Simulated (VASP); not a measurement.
# MgF2 (P4_2/mnm) in VASP: further runs, part 2 of 2

VASP 6.6.1. Earlier steps stand in the parts before.

### Step 3. Single point, r2SCAN

This run uses another cell than the first one, of 11.53 Å³/atom.

POSCAR reads:

```
MgF2
1.0
    4.7166494000      0.0000000000      0.0000000000
    0.0000000000      4.7166494000      0.0000000000
    0.0000000000      0.0000000000      3.1091607200
Mg F
2 4
Direct
    0.0000000000      0.0000000000      0.0000000000
    0.5000000000      0.5000000000      0.5000000000
    0.3042894251      0.3042894251      0.0000000000
    0.1957105749      0.8042894251      0.5000000000
    0.6957105749      0.6957105749      0.0000000000
    0.8042894251      0.1957105749      0.5000000000
```

INCAR.step1 reads:

```
PREC = Accurate
ENCUT = 660
ISMEAR = -1
SIGMA = 0.02
LREAL = F
LASPH = T
NELM = 120
NBANDS = 25
GGA = PE
ALGO = Normal
EDIFF = 1E-5
LWAVE = T
LCHARG = F
GGA_COMPAT = F
```

INCAR.step2 reads:

```
PREC = Accurate
ENCUT = 660
EDIFF = 1E-6
ISMEAR = -1
SIGMA = 0.02
LREAL = F
LASPH = T
NELM = 120
ALGO = Normal
ISIF = 2
LWAVE = F
LCHARG = F
METAGGA = R2SCAN
LMIXTAU = T
NBANDS = 25
ISTART = 1
GGA_COMPAT = F
```

KPOINTS reads:

```
Automatic mesh
0
Gamma
  6 6 10
```

Potentials or basis: VASP PAW PBE potentials, release 64 (Mg, F).

Run with:

```bash
> cat potpaw_PBE.64/Mg/POTCAR potpaw_PBE.64/F/POTCAR > POTCAR
> cp INCAR.step1 INCAR
> mpirun -np 1 vasp_std > vasp.out
> cp INCAR.step2 INCAR
> mpirun -np 1 vasp_std > vasp.out
```

OUTCAR:

```text
PREC = Accurate
   ENCUT = 660
   EDIFF = 1E-6
   ISMEAR = -1
   LREAL = F
   LASPH = T
   NELM = 120
   ISIF = 2
   METAGGA = R2SCAN
   ISTART = 1

 ion  position               nearest neighbor table
   1  0.000  0.000  0.000-   3 2.03   5 2.03   4 2.03   6 2.03   4 2.03   6 2.03
   2  0.500  0.500  0.500-   4 2.03   6 2.03   5 2.03   3 2.03   3 2.03   5 2.03
   3  0.304  0.304  0.000-   1 2.03   2 2.03   2 2.03
   4  0.196  0.804  0.500-   2 2.03   1 2.03   1 2.03
   5  0.696  0.696  0.000-   1 2.03   2 2.03   2 2.03
   6  0.804  0.196  0.500-   2 2.03   1 2.03   1 2.03

  LATTYP: Found a simple tetragonal cell.
 ALAT       =     4.7166494000
 C/A-ratio  =     0.6591884315

  Lattice vectors:

 A1 = (   4.7166494000,   0.0000000000,   0.0000000000)
 A2 = (   0.0000000000,   4.7166494000,   0.0000000000)
 A3 = (   0.0000000000,   0.0000000000,   3.1091607200)

Analysis of symmetry for initial positions (statically):
=====================================================================
 Subroutine PRICEL returns:
 Original cell was already a primitive cell.

 Routine SETGRP: Setting up the symmetry group for a
 simple tetragonal supercell.

 Subroutine GETGRP returns: Found 16 space group operations
 (whereof  8 operations were pure point group operations)
 out of a pool of 16 trial point group operations.

The static configuration has the point symmetry D_2h.
 The point group associated with its full space group is D_4h.

Analysis of symmetry for dynamics (positions and initial velocities):
=====================================================================
 Subroutine PRICEL returns:
 Original cell was already a primitive cell.

[... 132 lines left out ...]
   EFERMI_NEDOS =   21; number of points for ismear=-14 and -15
   IALGO  =     38    algorithm
   IMIX   =      4    mixing-type and parameters
     AMIX     =   0.40;   BMIX     =  1.00
     AMIX_MAG =   1.60;   BMIX_MAG =  1.00
  volume/ion in A,a.u.               =      11.53        77.80
  Fermi-wavevector in a.u.,A,eV,Ry     =   1.266158  2.392692 21.812276  1.603157
  Thomas-Fermi vector in A             =   2.399374
   LORBIT       =      0    0 simple, 1 ext, 2 COOP (PROOUT), +10 PAW based schemes
   METAGGA = R2SCAN    functional components
   LHFCALC =     F    Hartree Fock is set to
   AEXX    =    0.0000 exact exchange contribution
   IVDW    =     0    specifies the selected vdW correction
   LEPSILON=     F    determine dielectric tensor
   LRPA    =     F    only Hartree local field effects (RPA)
 non-spin polarized calculation
  energy-cutoff  :      660.00
  volume of cell :       69.17
 maximum number of plane-waves:      2684
 NGX is ok and might be reduce to    40
   NGX = 19   NGY = 19   NGZ = 13

 number of electron      31.9999986 magnetization

 Free energy of the ion-electron system (eV)
  ---------------------------------------------------
  ext. energy  EPLUGINS =         0.00000000
  ---------------------------------------------------
  free energy    TOTEN  =       -43.76205053 eV

  energy without entropy =      -43.76205053  energy(sigma->0) =      -43.76205053

 E-fermi :  -1.7725     XC(G=0):  -9.9414

 val. band max:       -2.2032622031   @ k =   0.0000   0.0000   0.0000
 cond. band min:       5.4100546222   @ k =   0.0000   0.0000   0.0000
 fundamental gap:      7.6133168253
 Fermi energy:        -1.7724655684

 k-point     1 :       0.0000    0.0000    0.0000
  band No.  band energies     occupation
      1     -23.8572      2.00000
      2     -23.1744      2.00000
      3     -23.1744      2.00000
      4     -23.1079      2.00000
      5      -6.0129      2.00000
      6      -4.4698      2.00000
[... 661 lines left out ...]
     24      15.0004      0.00000
     25      16.4095      0.00000

 [... further k-points ...]

------------------------ aborting loop because EDIFF is reached ----------------------------------------

  FORCE on cell =-STRESS in cart. coord.  units (eV):
  Direction    XX          YY          ZZ          XY          YZ          ZX
  --------------------------------------------------------------------------------------
  -------------------------------------------------------------------------------------
  Total       -2.8870096     -2.8870096     -3.2925005      0.0000000      0.0000000      0.0000000
  in kB      -66.8726364    -66.8726364    -76.2651396      0.0000000      0.0000000      0.0000000
  external PRESSURE =     -70.0034708 kB  Pullay stress =       0.0000000 kB

 VOLUME and BASIS-vectors are now :
 -----------------------------------------------------------------------------
  energy-cutoff  :      660.00
  volume of cell :       69.17
      direct lattice vectors                 reciprocal lattice vectors
     4.716649400  0.000000000  0.000000000     0.212014910  0.000000000  0.000000000
     0.000000000  4.716649400  0.000000000     0.000000000  0.212014910  0.000000000
     0.000000000  0.000000000  3.109160720     0.000000000  0.000000000  0.321630205

 POSITION                                       TOTAL-FORCE (eV/Angst)
 -----------------------------------------------------------------------------------
      0.00000      0.00000      0.00000         0.000000     -0.000000     -0.000000
      2.35832      2.35832      1.55458         0.000000     -0.000000     -0.000000
      1.43523      1.43523      0.00000         0.008013      0.008013     -0.000000
      0.92310      3.79355      1.55458        -0.008013      0.008013     -0.000000
      3.28142      3.28142      0.00000        -0.008013     -0.008013      0.000000
      3.79355      0.92310      1.55458         0.008013     -0.008013      0.000000
 -----------------------------------------------------------------------------------
    total drift:                                0.000000     -0.000000     -0.000000

  FREE ENERGIE OF THE ION-ELECTRON SYSTEM (eV)
  ---------------------------------------------------
  free  energy   TOTEN  =       -43.7620505347 eV

  energy  without entropy=      -43.7620505347  energy(sigma->0) =      -43.76205053
```

OUTCAR.step1:

```text
PREC = Accurate
   ENCUT = 660
   ISMEAR = -1
   LREAL = F
   LASPH = T
[... 910 lines left out ...]
      1.43523      1.43523      0.00000        -0.015459     -0.015459     -0.000000
      0.92310      3.79355      1.55458         0.015459     -0.015459     -0.000000
      3.28142      3.28142      0.00000         0.015459      0.015459      0.000000
      3.79355      0.92310      1.55458        -0.015459      0.015459      0.000000
 -----------------------------------------------------------------------------------
    total drift:                                0.000000     -0.000000     -0.000000

  FREE ENERGIE OF THE ION-ELECTRON SYSTEM (eV)
  ---------------------------------------------------
  free  energy   TOTEN  =       -31.5548396989 eV

  energy  without entropy=      -31.5548396989  energy(sigma->0) =      -31.55483970
```

It took 9.3 min on 1 thread of Oxide Virtual Turin-like, shared host; peak memory 0.26 GiB.

What came out:

```yaml
Free_energy: -43.7621 eV
Pressure: -7.0 GPa
Largest_force: 0.011 eV/Å
Band_gap_on_the_k_mesh: 7.61 eV
```

Forces on the atoms (eV/Å):
```
Mg   0.000  0.000  0.000
Mg   0.000  0.000  0.000
F    0.008  0.008  0.000
F   -0.008  0.008  0.000
F   -0.008 -0.008  0.000
F    0.008 -0.008  0.000
```

Caveat: the cell stands under tension; the PAW data sets were made with another functional, which shifts forces and pressure a little. r2SCAN opens gaps a little over a GGA but as a rule still falls short of measured ones.

### Step 4. Relaxation of cell and atoms, r2SCAN

POSCAR reads:

```
MgF2
1.0
    4.6250000000      0.0000000000      0.0000000000
    0.0000000000      4.6250000000      0.0000000000
    0.0000000000      0.0000000000      3.0520000000
Mg F
2 4
Direct
    0.0000000000      0.0000000000      0.0000000000
    0.5000000000      0.5000000000      0.5000000000
    0.3030000000      0.3030000000      0.0000000000
    0.1970000000      0.8030000000      0.5000000000
    0.6970000000      0.6970000000      0.0000000000
    0.8030000000      0.1970000000      0.5000000000
```

INCAR.step1 reads:

```
ALGO = Normal ; EDIFF = 1E-5
EDIFFG = -0.005 ; ENCUT = 660
GGA = PE ; GGA_COMPAT = False
IBRION = 2 ; ISIF = 3
ISMEAR = -1 ; LASPH = True
LCHARG = False ; LREAL = False
LWAVE = True ; NELM = 120
NELMIN = 4 ; NSW = 100
PREC = Accurate ; SIGMA = 0.02
```

INCAR.step2 reads:

```
ALGO = Normal ; EDIFF = 1E-7
EDIFFG = -0.01 ; ENCUT = 660
GGA_COMPAT = False ; IBRION = 2
ISIF = 3 ; ISMEAR = -1
ISTART = 1 ; LASPH = True
LCHARG = False ; LMIXTAU = True
LREAL = False ; LWAVE = False
METAGGA = R2SCAN ; NELM = 120
NELMIN = 4 ; NSW = 80
PREC = Accurate ; SIGMA = 0.02
```

KPOINTS reads:

```
k-points
0
Gamma
  6 6 8
```

Run with:

```bash
> cat potpaw_PBE.64/Mg/POTCAR potpaw_PBE.64/F/POTCAR > POTCAR
> cp INCAR.step1 INCAR
> mpirun -np 1 vasp_std > vasp.out
> cp INCAR.step2 INCAR
> mpirun -np 1 vasp_std > vasp.out
```

It took 31 min on 1 thread of Oxide Virtual Turin-like, shared host; peak memory 0.24 GiB.

The run converged. Its results:

```
Free energy                           : -43.8635 eV
Relaxed volume                        : 10.71 Å³/atom
Relaxed cell                          : a = 4.601 Å, b = 4.601 Å, c = 3.034 Å, α = 90.00°, β = 90.00°, γ = 90.00°
Space group after relaxing (to 0.1 Å) : P4_2/mnm (No. 136)
Energy gained by relaxing             : 1.0 meV/atom
Ionic steps                           : 5
Pressure after relaxing               : 0.0 GPa
Largest force after relaxing          : 0.009 eV/Å
Band gap on the k mesh                : 8.13 eV
```

Forces on the atoms (eV/Å):
```
Mg   0.000  0.000  0.000
Mg   0.000  0.000  0.000
F   -0.006 -0.006  0.000
F    0.006 -0.006  0.000
F    0.006  0.006  0.000
F   -0.006  0.006  0.000
```

The path:
| step | energy change (eV) | largest force (eV/Å) | pressure (GPa) | volume (Å³) |
| --- | --- | --- | --- | --- |
| 1 | 0.0000 | 0.0102 | -1.81 | 65.28 |
| 2 | -0.0061 | 0.0259 | 0.16 | 64.13 |
| 3 | -0.0062 | 0.0228 | -0.01 | 64.22 |
| 4 | -0.0062 | 0.0221 | -0.04 | 64.25 |
| 5 | -0.0062 | 0.0090 | -0.04 | 64.23 |

Final structure:
```
Mg F
1.0
     4.60132    0.00000    0.00000
     0.00000    4.60132    0.00000
     0.00000    0.00000    3.03376
Mg F
2 4
Direct
  0.00000 0.00000 0.00000
  0.50000 0.50000 0.50000
  0.30291 0.30291 0.00000
  0.19709 0.80291 0.50000
  0.69709 0.69709 0.00000
  0.80291 0.19709 0.50000
```

Levels at points of the mesh, in eV from the valence-band top:
```tsv
k point	band 12	band 13	band 14	band 15	band 16	band 17	band 18	band 19	band 20
(0.00, 0.00, 0.00)	-1.25	-0.73	-0.32	-0.32	0.00	8.13	13.37	13.37	14.89
(0.50, 0.00, 0.00)	-1.40	-0.99	-0.99	-0.39	-0.39	10.58	10.58	14.65	14.65
(0.50, 0.50, 0.00)	-1.30	-0.96	-0.96	-0.80	-0.80	12.32	12.32	12.47	12.47
(0.00, 0.00, 0.50)	-1.44	-1.19	-1.19	-0.88	-0.88	12.99	12.99	16.17	16.17
(0.50, 0.00, 0.50)	-1.38	-0.75	-0.75	-0.69	-0.69	13.89	13.89	14.72	14.72
(0.50, 0.50, 0.50)	-1.41	-0.64	-0.64	-0.49	-0.49	14.36	14.36	14.70	14.70
```

Caveat: the PAW data sets were made with another functional, which shifts forces and pressure a little.

### Step 5. Summary

| task | level | potentials or basis | cell | k mesh | cutoff (eV) | gap on the mesh (eV) | pressure (GPa) | relaxed volume (Å³/atom) | largest force (eV/Å) |
| --- | --- | --- | --- | --- | --- | --- | --- | --- | --- |
| relaxation of cell and atoms | LDA | VASP PAW LDA potentials, release 64 (Mg, F) | relaxed from a = 4.625, b = 4.625, c = 3.052 Å, 6 atoms, atomic positions A | 6 × 6 × 8 | 600 | 7.19 | 0.0 | 10.23 | 0.01 |
| single point | r2SCAN | VASP PAW PBE potentials, release 64 (Mg, F) | a = 4.717, b = 4.717, c = 3.109 Å, 6 atoms, atomic positions B | 6 × 6 × 10 | 660 | 7.61 | -7.0 | - | 0.01 |
| relaxation of cell and atoms | r2SCAN | VASP PAW PBE potentials, release 64 (Mg, F) | relaxed from a = 4.625, b = 4.625, c = 3.052 Å, 6 atoms, atomic positions A | 6 × 6 × 8 | 660 | 8.13 | 0.0 | 10.71 | 0.01 |

Alike in all rows: no spin polarisation; smearing fermi-dirac 0.02 eV.

Caveats: the PAW data sets were made with another functional, which shifts forces and pressure a little (at least some runs); the cell stands under tension (at least some runs).

Absolute energies hang on the potentials; compare differences alone.
